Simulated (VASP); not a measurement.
# CO2 in VASP: notebook

Runs on CO2. Level: PBE+D3(BJ). Tasks: single point, relaxation of the atoms.

All numbers are computed with VASP 6.6.1; they aren't measurements. Logs are shortened: lines on timing, memory, paths and dates and some standing lists are left out, and cuts for length are marked.

## Step 1: The cell of the first run

The cell holds an amorphous packing of atoms, 18 atoms: a = 7.343 Å, b = 7.343 Å, c = 7.343 Å, α = 90.00°, β = 90.00°, γ = 90.00°.

## Step 2: Single point, PBE+D3(BJ)

INCAR

```
SYSTEM = CO2
PREC = Accurate
ENCUT = 520
EDIFF = 1E-6
ISMEAR = -1
SIGMA = 0.05
LREAL = Auto
LASPH = .True.
NELM = 100
ALGO = Normal
ISIF = 2
LWAVE = .False.
LCHARG = .False.
GGA = PE
IVDW = 12
NBANDS = 63
```

KPOINTS

```
Automatic mesh
0
Gamma
  1 1 1
  0 0 0
```

POSCAR

```
CO2
1.0
    7.3434200000      0.0000000000      0.0000000000
    0.0000000000      7.3434200000      0.0000000000
    0.0000000000      0.0000000000      7.3434200000
C O
6 12
Direct
    0.3346398786      0.3844414448      0.4140518963
    0.6381959837      0.2103740115      0.8773402830
    0.0775410459      0.9777254081      0.9050881213
    0.2472569885      0.4819598609      0.9195677384
    0.8551501618      0.5284770949      0.2321303916
    0.0596523925      0.9107859072      0.4009717336
    0.2443357822      0.3049421284      0.3097107301
    0.4245398642      0.4638750088      0.5181338176
    0.5796241451      0.2514518813      1.0200208253
    0.6952172896      0.1698050435      0.7347599712
    0.1781756921      0.9334651082      0.7901400405
   -0.0234087467      1.0207397480      1.0206104631
    0.3193947651      0.5993718606      0.9989743781
    0.1747261281      0.3649884770      0.8393079051
    0.8407903285      0.4875472840      0.3848731816
    0.8699616167      0.5709882281      0.0792218733
    0.1740850952      0.8098924057      0.3540049392
   -0.0557663110      1.0096953990      0.4475674105
```

Potentials or basis: VASP PAW PBE potentials, release 64 (C, O).

The run is started by

```console
cat potpaw_PBE.64/C/POTCAR potpaw_PBE.64/O/POTCAR > POTCAR
mpirun -np 1 vasp_gam > vasp.out
```

OUTCAR:

```text
SYSTEM = CO2
   PREC = Accurate
   ENCUT = 520
   EDIFF = 1E-6
   ISMEAR = -1
   LREAL = Auto
   LASPH = .True.
   NELM = 100
   ISIF = 2
   GGA = PE
   IVDW = 12
 IVDW          = 12

 ion  position               nearest neighbor table
   1  0.335  0.384  0.414-   8 1.17   7 1.17
   2  0.638  0.210  0.877-  10 1.17   9 1.17
   3  0.078  0.978  0.905-  11 1.17  12 1.17
   4  0.247  0.482  0.920-  13 1.17  14 1.17
   5  0.855  0.528  0.232-  15 1.17  16 1.17
   6  0.060  0.911  0.401-  18 1.17  17 1.17
   7  0.244  0.305  0.310-   1 1.17
   8  0.425  0.464  0.518-   1 1.17
   9  0.580  0.251  0.020-   2 1.17
  10  0.695  0.170  0.735-   2 1.17
  11  0.178  0.933  0.790-   3 1.17
  12  0.977  0.021  0.021-   3 1.17
  13  0.319  0.599  0.999-   4 1.17
  14  0.175  0.365  0.839-   4 1.17
  15  0.841  0.488  0.385-   5 1.17
  16  0.870  0.571  0.079-   5 1.17
  17  0.174  0.810  0.354-   6 1.17
  18  0.944  0.010  0.448-   6 1.17

  LATTYP: Found a simple cubic cell.
 ALAT       =     7.3434200000

  Lattice vectors:

 A1 = (   7.3434200000,   0.0000000000,   0.0000000000)
 A2 = (   0.0000000000,   7.3434200000,   0.0000000000)
 A3 = (   0.0000000000,   0.0000000000,   7.3434200000)

Analysis of symmetry for initial positions (statically):
=====================================================================
 Subroutine PRICEL returns:
 Original cell was already a primitive cell.

 Routine SETGRP: Setting up the symmetry group for a
 simple cubic supercell.

 Subroutine GETGRP returns: Found  1 space group operations
 (whereof  1 operations were pure point group operations)
 out of a pool of 48 trial point group operations.

The static configuration has the point symmetry C_1 .

Analysis of symmetry for dynamics (positions and initial velocities):
=====================================================================
 Subroutine PRICEL returns:
 Original cell was already a primitive cell.

 Routine SETGRP: Setting up the symmetry group for a
 simple cubic supercell.

 Subroutine GETGRP returns: Found  1 space group operations
 (whereof  1 operations were pure point group operations)
 out of a pool of 48 trial point group operations.

The dynamic configuration has the point symmetry C_1 .

 Subroutine INISYM returns: Found  1 space group operations
 (whereof  1 operations are pure point group operations),
 and found     1 'primitive' translations

----------------------------------------------------------------------------------------

                                     Primitive cell

  volume of cell :     395.9999

  direct lattice vectors                    reciprocal lattice vectors
     7.343420000  0.000000000  0.000000000     0.136176332  0.000000000  0.000000000
     0.000000000  7.343420000  0.000000000     0.000000000  0.136176332  0.000000000
     0.000000000  0.000000000  7.343420000     0.000000000  0.000000000  0.136176332

  length of vectors
     7.343420000  7.343420000  7.343420000     0.136176332  0.136176332  0.136176332

  position of ions in fractional coordinates (direct lattice)
     0.334639879  0.384441445  0.414051896
     0.638195984  0.210374012  0.877340283
     0.077541046  0.977725408  0.905088121
     0.247256988  0.481959861  0.919567738
     0.855150162  0.528477095  0.232130392
     0.059652392  0.910785907  0.400971734
     0.244335782  0.304942128  0.309710730
     0.424539864  0.463875009  0.518133818
     0.579624145  0.251451881  0.020020825
     0.695217290  0.169805043  0.734759971
     0.178175692  0.933465108  0.790140040
     0.976591253  0.020739748  0.020610463
     0.319394765  0.599371861  0.998974378
     0.174726128  0.364988477  0.839307905
     0.840790328  0.487547284  0.384873182
     0.869961617  0.570988228  0.079221873
     0.174085095  0.809892406  0.354004939
     0.944233689  0.009695399  0.447567410

  ion indices of the primitive-cell ions
   primitive index   ion index
                 1           1
                 2           2
                 3           3
                 4           4
                 5           5
                 6           6
                 7           7
                 8           8
                 9           9
                10          10
                11          11
                12          12
                13          13
                14          14
                15          15
                16          16
                17          17
                18          18

----------------------------------------------------------------------------------------

 KPOINTS: Automatic mesh

Automatic generation of k-mesh.
 Grid dimensions read from file:
 generate k-points for:    1    1    1

 Generating k-lattice:

  Cartesian coordinates                     Fractional coordinates (reciprocal lattice)
     0.136176332  0.000000000  0.000000000     1.000000000  0.000000000  0.000000000
     0.000000000  0.136176332  0.000000000     0.000000000  1.000000000  0.000000000
     0.000000000  0.000000000  0.136176332     0.000000000  0.000000000  1.000000000

  Length of vectors
     0.136176332  0.136176332  0.136176332

  Shift w.r.t. Gamma in fractional coordinates (k-lattice)
     0.000000000  0.000000000  0.000000000

 Subroutine IBZKPT returns following result:
 ===========================================

 Found      1 irreducible k-points:

 Following reciprocal coordinates:
            Coordinates               Weight
  0.000000  0.000000  0.000000      1.000000
   k-points           NKPTS =      1   k-points in BZ     NKDIM =      1   number of bands    NBANDS=     63
   number of dos      NEDOS =    301   number of ions     NIONS =     18
   total plane-waves  NPLWV = 175616
   dimension x,y,z NGX =    56 NGY =   56 NGZ =   56
   dimension x,y,z NGXF=   112 NGYF=  112 NGZF=  112
   ions per type =               6  12
   NGX,Y,Z   is equivalent  to a cutoff of  12.68, 12.68, 12.68 a.u.
   NGXF,Y,Z  is equivalent  to a cutoff of  25.36, 25.36, 25.36 a.u.
 SYSTEM =  CO2
   PREC   = accura    normal or accurate (medium, high low for compatibility)
   ISTART =      0    job   : 0-new  1-cont  2-samecut
   ICHARG =      2    charge: 1-file 2-atom 10-const
   ISPIN  =      1    spin polarized calculation?
   LNONCOLLINEAR =      F non collinear calculations
[... 10 lines left out ...]
   ISIF   =      2    stress and relaxation
   ISYM   =      2    0-nonsym 1-usesym 2-fastsym
   POTIM  = 0.5000    time-step for ionic-motion
   TEBEG  =    0.0;   TEEND  =   0.0 temperature during run
   PSTRESS=    0.0 pullay stress
   NELECT =      96.0000    total number of electrons
   NUPDOWN=      -1.0000    fix difference up-down
   EMIN   =  10.00;   EMAX   =-10.00  energy-range for DOS
   EFERMI =   0.00;   METHOD = LEGACY
   ISMEAR =    -1;   SIGMA  =   0.05  broadening in eV -4-tet -1-fermi 0-gaus
   EFERMI_NEDOS =   21; number of points for ismear=-14 and -15
   IALGO  =     38    algorithm
   IMIX   =      4    mixing-type and parameters
     AMIX     =   0.40;   BMIX     =  1.00
     AMIX_MAG =   1.60;   BMIX_MAG =  1.00
  volume/ion in A,a.u.               =      22.00       148.46
  Fermi-wavevector in a.u.,A,eV,Ry     =   1.020783  1.929001 14.177250  1.041998
  Thomas-Fermi vector in A             =   2.154372
   LORBIT       =      0    0 simple, 1 ext, 2 COOP (PROOUT), +10 PAW based schemes
   GGA     = PE    functional components
   LHFCALC =     F    Hartree Fock is set to
   AEXX    =    0.0000 exact exchange contribution
   IVDW    =    12    specifies the selected vdW correction
   LEPSILON=     F    determine dielectric tensor
   LRPA    =     F    only Hartree local field effects (RPA)
 non-spin polarized calculation
  energy-cutoff  :      520.00
  volume of cell :      396.00
 maximum number of plane-waves:      5390
 NGX is ok and might be reduce to    54
   NGX = 27   NGY = 27   NGZ = 27

 number of electron      96.0000002 magnetization

 Free energy of the ion-electron system (eV)
  ---------------------------------------------------
  ext. energy  EPLUGINS =         0.00000000
  ---------------------------------------------------
  free energy    TOTEN  =      -137.98560836 eV

  energy without entropy =     -137.98560836  energy(sigma->0) =     -137.98560836

 E-fermi :  -4.1250     XC(G=0):  -6.0998

 val. band max:       -5.4187065754   @ k =   0.0000   0.0000   0.0000
 cond. band min:       1.0876783232   @ k =   0.0000   0.0000   0.0000
 fundamental gap:      6.5063848986
 Fermi energy:        -4.1249696818

 k-point     1 :       0.0000    0.0000    0.0000
  band No.  band energies     occupation
      1     -25.9668      2.00000
      2     -25.9010      2.00000
      3     -25.8541      2.00000
      4     -25.8301      2.00000
      5     -25.7958      2.00000
      6     -25.6603      2.00000
      7     -24.9409      2.00000
      8     -24.8796      2.00000
      9     -24.8573      2.00000
     10     -24.8441      2.00000
     11     -24.7966      2.00000
     12     -24.6598      2.00000
     13     -10.5779      2.00000
     14     -10.4979      2.00000
     15     -10.4381      2.00000
     16     -10.4196      2.00000
     17     -10.3923      2.00000
     18     -10.2127      2.00000
     19      -9.7922      2.00000
     20      -9.7377      2.00000
     21      -9.6430      2.00000
     22      -9.5960      2.00000
     23      -9.5213      2.00000
     24      -9.4973      2.00000
     25      -9.3556      2.00000
     26      -9.2952      2.00000
     27      -9.2512      2.00000
     28      -9.2186      2.00000
     29      -9.1535      2.00000
     30      -9.1426      2.00000
     31      -9.0729      2.00000
     32      -9.0243      2.00000
     33      -8.9360      2.00000
     34      -8.9160      2.00000
     35      -8.8803      2.00000
     36      -8.7727      2.00000
     37      -5.9768      2.00000
     38      -5.8774      2.00000
     39      -5.8340      2.00000
     40      -5.7936      2.00000
     41      -5.7636      2.00000
     42      -5.6824      2.00000
     43      -5.6551      2.00000
     44      -5.6323      2.00000
     45      -5.5738      2.00000
     46      -5.5656      2.00000
     47      -5.4671      2.00000
     48      -5.4187      2.00000
     49       1.0877      0.00000
     50       2.4539      0.00000
     51       2.5514      0.00000
     52       2.6783      0.00000
     53       2.7312      0.00000
     54       2.8487      0.00000
     55       2.8914      0.00000
     56       2.9448      0.00000
     57       3.0175      0.00000
     58       3.0780      0.00000
     59       3.1339      0.00000
     60       3.2582      0.00000
 [bands above 60 left out]

------------------------ aborting loop because EDIFF is reached ----------------------------------------

 Edisp (eV)   -0.82861

 E8    (eV) :    -0.2105

  FORCE on cell =-STRESS in cart. coord.  units (eV):
  Direction    XX          YY          ZZ          XY          YZ          ZX
  --------------------------------------------------------------------------------------
  -------------------------------------------------------------------------------------
  Total       2.20853     1.88887     5.01150    -0.17552     1.85679    -1.00482
  in kB       8.93548     7.64218    20.27603    -0.71014     7.51237    -4.06539
  external pressure =       12.28 kB  Pullay stress =        0.00 kB

 VOLUME and BASIS-vectors are now :
 -----------------------------------------------------------------------------
  energy-cutoff  :      520.00
  volume of cell :      396.00
      direct lattice vectors                 reciprocal lattice vectors
     7.343420000  0.000000000  0.000000000     0.136176332  0.000000000  0.000000000
     0.000000000  7.343420000  0.000000000     0.000000000  0.136176332  0.000000000
     0.000000000  0.000000000  7.343420000     0.000000000  0.000000000  0.136176332

 POSITION                                       TOTAL-FORCE (eV/Angst)
 -----------------------------------------------------------------------------------
      2.45740      2.82311      3.04056        -0.027513     -0.009543     -0.042245
      4.68654      1.54486      6.44268        -0.051216      0.032443      0.131277
      0.56942      7.17985      6.64644        -0.039541      0.028508      0.046676
      1.81571      3.53923      6.75277        -0.002325     -0.002012     -0.007703
      6.27973      3.88083      1.70463        -0.003612     -0.000223     -0.078638
      0.43805      6.68828      2.94450         0.041664     -0.025215     -0.014296
      1.79426      2.23932      2.27434        -0.460206     -0.406767     -0.518156
      3.11757      3.40643      3.80487         0.484679      0.438028      0.559755
      4.25642      1.84652      0.14702        -0.245368      0.158579      0.584437
      5.10527      1.24695      5.39565         0.278359     -0.215059     -0.704299
      1.30842      6.85483      5.80233         0.456547     -0.192609     -0.520890
      7.17152      0.15230      0.15135        -0.392799      0.163226      0.465234
      2.34545      4.40144      7.33589         0.315173      0.513153      0.339004
      1.28309      2.68026      6.16339        -0.305488     -0.510348     -0.342372
      6.17428      3.58026      2.82629        -0.096823     -0.217164      0.830637
      6.38849      4.19301      0.58176         0.092674      0.204049     -0.752637
      1.27838      5.94738      2.59961         0.437310     -0.380161     -0.179635
      6.93390      0.07120      3.28668        -0.481515      0.421113      0.203852
 -----------------------------------------------------------------------------------
    total drift:                               -0.003633      0.003640      0.010960

  FREE ENERGIE OF THE ION-ELECTRON SYSTEM (eV)
  ---------------------------------------------------
  free  energy   TOTEN  =      -138.8142186841 eV

  energy  without entropy=     -138.8142186841  energy(sigma->0) =     -138.81421868
```

Wall time 34 s (1 thread of AMD EPYC 7R43 (Zen 3), shared host); peak memory 0.34 GiB.

Results:

| Quantity | Value |
| --- | --- |
| Free energy | -138.8142 eV |
| Pressure | 1.2 GPa |
| Largest force | 0.864 eV/Å |
| Band gap on the k mesh | 6.51 eV |
| Dispersion energy per atom | -0.046 eV |

Forces on the atoms (eV/Å):
```
C   -0.028 -0.010 -0.042
C   -0.051  0.032  0.131
C   -0.040  0.029  0.047
C   -0.002 -0.002 -0.008
C   -0.004  0.000 -0.079
C    0.042 -0.025 -0.014
O   -0.460 -0.407 -0.518
O    0.485  0.438  0.560
O   -0.245  0.159  0.584
O    0.278 -0.215 -0.704
O    0.457 -0.193 -0.521
O   -0.393  0.163  0.465
O    0.315  0.513  0.339
O   -0.305 -0.510 -0.342
O   -0.097 -0.217  0.831
O    0.093  0.204 -0.753
O    0.437 -0.380 -0.180
O   -0.482  0.421  0.204
```

Levels at points of the mesh, in eV from the valence-band top:
```csv
k point,band 44,band 45,band 46,band 47,band 48,band 49,band 50,band 51,band 52,band 53
"(0.00, 0.00, 0.00)",-0.21,-0.16,-0.15,-0.05,0.00,6.51,7.87,7.97,8.10,8.15
```

Caveat: the k points lie up to 0.86 Å⁻¹ apart.

## Step 3: Relaxation of the atoms, PBE+D3(BJ)

Edit INCAR of step 2 so:

```diff
@@ -8,3 +8,3 @@
 LASPH = .True.
-NELM = 100
+NELM = 60
 ALGO = Normal
@@ -15,2 +15,4 @@
 IVDW = 12
-NBANDS = 63
+IBRION = 2
+NSW = 35
+EDIFFG = -0.3
```

KPOINTS

```
regular mesh
0
Gamma
  1 1 1
  0 0 0
```

POSCAR

```
CO2
1.0
    7.3434200000      0.0000000000      0.0000000000
    0.0000000000      7.3434200000      0.0000000000
    0.0000000000      0.0000000000      7.3434200000
C O
6 12
Direct
    0.3714700000      0.3348490000      0.4112072000
    0.7409824000      0.3225120000      0.8496144000
    0.0226059000      0.9077304000      0.8494790000
    0.1749626000      0.5106699000      0.9448966000
    0.8976305000      0.5279520000      0.2523718000
    0.0037193000      0.8897955000      0.4412563000
    0.3379793000      0.2906557000      0.2605842000
    0.4049608000      0.3790423000      0.5618301000
    0.7814683000      0.3347010000      1.0044507000
    0.7004965000      0.3103230000      0.6947781000
    0.1438926000      0.8327721000      0.7757718000
   -0.0986809000      0.9826886000      0.9231861000
    0.2603708000      0.6368895000      0.9952554000
    0.0895544000      0.3844503000      0.8945377000
    0.8703457000      0.4108721000      0.3587193000
    0.9249153000      0.6450320000      0.1460244000
    0.1142429000      0.7734153000      0.4397901000
   -0.1068043000      1.0061756000      0.4427225000
```

Potentials or basis: VASP PAW PBE potentials, release 64 (C, O).

The run is started by

```console
cat potpaw_PBE.64/C/POTCAR potpaw_PBE.64/O/POTCAR > POTCAR
mpirun -np 1 vasp_gam > vasp.out
```

It took 6.7 min on 1 thread of AMD EPYC 7R43 (Zen 3), shared host; peak memory 0.39 GiB.

The run converged. Its results:

```yaml
Free_energy: -138.3242 eV
Energy_gained_by_relaxing: 51.4 meV/atom
Ionic_steps: 19
Pressure_after_relaxing: 0.8 GPa
Largest_force_after_relaxing: 0.285 eV/Å
Band_gap_on_the_k_mesh: 6.32 eV
Dispersion_energy_per_atom: -0.047 eV
```

Forces in eV/Å, atoms in the order of the input:
```
C    0.045  0.011  0.170
C   -0.072 -0.007 -0.076
C    0.013  0.009  0.252
C   -0.055  0.103 -0.026
C   -0.023 -0.220  0.048
C    0.171  0.014 -0.094
O   -0.060 -0.195 -0.017
O   -0.013  0.063 -0.111
O   -0.180  0.034  0.186
O    0.025 -0.069 -0.062
O    0.122  0.037  0.105
O   -0.050  0.045 -0.004
O    0.141  0.075 -0.075
O   -0.048 -0.104  0.046
O    0.090  0.114 -0.047
O   -0.192 -0.016 -0.209
O    0.095  0.142 -0.073
O   -0.008 -0.034 -0.012
```

Stress tensor (GPa, compression positive):
```
0.35 0.07 0.06
0.07 0.58 0.25
0.06 0.25 1.42
```

The path:
```tsv
step	energy change (eV)	largest force (eV/Å)	pressure (GPa)
1	0.0000	1.2794	1.10
2	0.4461	8.6504	6.41
3	-0.0645	1.5525	2.40
4	-0.1362	2.0053	3.58
5	-0.1393	1.7376	3.37
6	-0.2251	1.4069	3.07
7	-0.4279	0.8752	2.14
8	-0.5889	2.3060	0.09
9	-0.6586	1.7128	0.15
10	-0.6597	1.9075	0.16
11	-0.7424	1.2583	0.86
12	-0.7827	1.4112	1.82
13	-0.8456	1.3406	1.44
14	-0.8662	2.3987	1.01
15	-0.8985	1.2638	0.65
16	-0.9095	0.7859	0.28
17	-0.9159	0.5382	0.40
18	-0.9202	0.5852	0.63
19	-0.9253	0.2845	0.78
```

Final structure:
```yaml
crystal:
  lattice:
    - [7.34342, 0.00000, 0.00000]
    - [0.00000, 7.34342, 0.00000]
    - [0.00000, 0.00000, 7.34342]
  atoms:
    - { symbol: C, position: [0.35724, 0.33795, 0.40578] }
    - { symbol: C, position: [0.72595, 0.31179, 0.85557] }
    - { symbol: C, position: [0.01397, 0.93017, 0.85059] }
    - { symbol: C, position: [0.21869, 0.49119, 0.94873] }
    - { symbol: C, position: [0.88670, 0.53146, 0.25998] }
    - { symbol: C, position: [0.00965, 0.89113, 0.42677] }
    - { symbol: O, position: [0.34113, 0.28242, 0.25650] }
    - { symbol: O, position: [0.37302, 0.39257, 0.55527] }
    - { symbol: O, position: [0.71799, 0.32388, 0.01476] }
    - { symbol: O, position: [0.73242, 0.30015, 0.69652] }
    - { symbol: O, position: [0.13817, 0.87702, 0.76471] }
    - { symbol: O, position: [0.89055, 0.98110, 0.93825] }
    - { symbol: O, position: [0.30475, 0.59694, 0.03219] }
    - { symbol: O, position: [0.12966, 0.38719, 0.86578] }
    - { symbol: O, position: [0.88096, 0.41620, 0.37044] }
    - { symbol: O, position: [0.89423, 0.64780, 0.15008] }
    - { symbol: O, position: [0.12252, 0.77873, 0.40931] }
    - { symbol: O, position: [0.89649, 0.00282, 0.44525] }
```

Levels at points of the mesh, in eV from the valence-band top:
```
           k point  band 46  band 47  band 48  band 49  band 50  band 51
(0.00, 0.00, 0.00)    -0.16    -0.04     0.00     6.32     7.68     7.81
```

Caveat: the k points lie up to 0.86 Å⁻¹ apart; the relaxation stopped at a loose force limit of 0.3 eV/Å, so its end isn't a converged minimum.
